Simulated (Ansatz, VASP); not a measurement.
## Two plane-wave programs on Co

```
Co
1.0
     0.00000    1.75166    1.75166
     1.75166    0.00000    1.75166
     1.75166    1.75166    0.00000
Co
1
Direct
  0.00000 0.00000 0.00000
```

Alike in both runs: task single point; functional PBE; k mesh 18 × 18 × 18; occupations fermi-dirac, width 0.1 eV; no spin polarisation.

|  | VASP | Ansatz |
| --- | --- | --- |
| version | VASP 6.6.1 | Ansatz 0.2.0 |
| potentials or method | VASP PAW PBE potentials, release 64 (Co), cutoff 600 eV | plane waves (420 eV) with PAW, scalar-relativistic |
| valence electrons in the cell | 9 | 17 |

|  | VASP | Ansatz | Ansatz less VASP |
| --- | --- | --- | --- |
| pressure (GPa) | -9.6 | -9.0 | +0.57 |

With one functional, cell and mesh, what is left measures potentials, basis and numerics. VASP's potentials hold 9 valence electrons a cell and Ansatz's 17, so a difference there can come from the potentials and not from the codes.
